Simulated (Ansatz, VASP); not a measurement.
**InSb: VASP beside Ansatz**

```
In Sb
1.0
     0.00000    3.28172    3.28172
     3.28172    0.00000    3.28172
     3.28172    3.28172    0.00000
In Sb
1 1
Direct
  0.00000 0.00000 0.00000
  0.75000 0.75000 0.75000
```

Change from the starting cell: volume scaled by 1.04.

Alike in both runs: task single point; functional PBEsol; k mesh 9 × 9 × 9; occupations fermi-dirac, width 0.05 eV; no spin polarisation.

|  | VASP | Ansatz |
| --- | --- | --- |
| version | VASP 6.6.1 | Ansatz 0.2.0 |
| potentials or method | VASP PAW PBE potentials, release 64 (In_d, Sb), cutoff 520 eV | all-electron LAPW, scalar-relativistic |

```tsv
	VASP	Ansatz	Ansatz less VASP
pressure (GPa)	-0.8	-0.8	0.00
```

VASP's potentials were made for PBE, not for PBEsol. Ansatz ran all-electron here, and VASP with PAW potentials.

Neither program's run includes spin-orbit coupling.
